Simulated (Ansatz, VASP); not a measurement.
**One calculation of InAs, two programs**

File INCAR:

```
SYSTEM = InAs
  ALGO = Normal
  DIPOL = 0.5 0.5 0.500
  EDIFF = 1E-7
  ENCUT = 520
  GGA = PE
  IDIPOL = 3
  ISIF = 2
  ISMEAR = -1
  LASPH = .True.
  LCHARG = .True.
  LDIPOL = .True.
  LELF = .True.
  LREAL = .False.
  LVACPOTAV = .True.
  LVHAR = .True.
  LWAVE = .False.
  NBANDS = 26
  NELM = 80
  PREC = Accurate
  SIGMA = 0.02
```

The input KPOINTS:

```
k-points
0
Gamma
  6 4 1
  0 0 0
```

Contents of POSCAR:

```
InAs
1.0
    4.3748353789      0.0000000000      0.0000000000
    0.0000000000      6.1869515260      0.0000000000
    0.0000000000      0.0000000000     18.1874000000
In As
2 2
Direct
    0.0000000000      0.8750000000      0.4398644751
    0.5000000000      0.3750000000      0.5601355249
    0.5000000000      0.6250000000      0.4398644751
    0.0000000000      0.1250000000      0.5601355249
```

Input for Ansatz:

```yaml
crystal:
  lattice:
    - [4.3748353789, 0.0, 0.0]
    - [0.0, 6.186951526, 0.0]
    - [0.0, 0.0, 18.1874]
  atoms:
    - { symbol: In, position: [0.0, 0.875, 0.4398644751] }
    - { symbol: As, position: [0.5, 0.625, 0.4398644751] }
    - { symbol: In, position: [0.5, 0.375, 0.5601355249] }
    - { symbol: As, position: [0.0, 0.125, 0.5601355249] }
kpoints:
  mp_grid: { grid: [6, 4, 1] }
scf:
  occupations: { method: fermi_dirac, width: 0.02 }
hamiltonian:
  xc: pbe
  pseudopotentials: { kind: all_electron, lapw: { basis_error: 0.001 } }
output:
  forces: true
  stress: true
  eigenvalues: true
  populations: true
  dos: { projected: true, de: 0.2, e_range: [-14, 8] }
efield:
  axis: 3
  amplitude: 0
  dipole_correction: true
```

Alike in both runs: task single point; functional PBE; k mesh 6 × 4 × 1; occupations fermi-dirac, width 0.02 eV; no spin polarisation.

```csv
,VASP,Ansatz
version,VASP 6.6.1,Ansatz 0.2.0
potentials or method,"VASP PAW PBE potentials, release 64 (In_d, As), cutoff 520 eV","all-electron LAPW, scalar-relativistic"
```

Ansatz gave:

| Item | Value |
| --- | --- |
| gap on the k mesh at the Fermi level (eV) | 0.98 |
| rms of the force components (eV/Å) | 0.408 |

**Question.** What did VASP give for the same quantities?

**Answer.** gap on the k mesh at the Fermi level (eV): 0.97; rms of the force components (eV/Å): 0.405.

Ansatz ran all-electron here, and VASP with PAW potentials.
